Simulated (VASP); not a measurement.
The system is Sr2TeO.

```
CELL_PARAMETERS angstrom
4.22039 0.00000 0.00000
0.00000 4.22039 0.00000
0.00000 0.00000 6.17239
ATOMIC_POSITIONS crystal
O 0.00000 0.00000 0.00000
Sr 0.00000 0.00000 0.50000
Sr 0.50000 0.50000 0.00000
Te 0.50000 0.50000 0.50000
```

This cell differs from its parent crystal: biaxial xy strain -3.1%.

Base run:

| Property | Result |
| --- | --- |
| Program | VASP 6.6.1 |
| Functional | PBE |
| Potentials or basis | VASP PAW PBE potentials, release 64 (O, Sr_sv, Te) |
| Cutoff | 520 eV |
| k mesh | 6 × 6 × 4 |
| Occupations | fermi-dirac, width 0.02 eV |
| Spin | no spin polarisation |

Its results: band gap on the k mesh 1.34 eV, direct; pressure 3.9 GPa.

The run is repeated on the same cell with these changes: functional from PBE to r2SCAN; occupations from fermi-dirac, width 0.02 eV to gaussian, width 0.01 eV. What comes out?

Band gap on the k mesh 1.73 eV, direct; pressure 3.5 GPa.

Caveats: spin-orbit coupling is left out, which moves the levels of the heavy elements; the PAW data sets were made with another functional, which shifts forces and pressure a little (some runs).

A k mesh can miss the band edges.
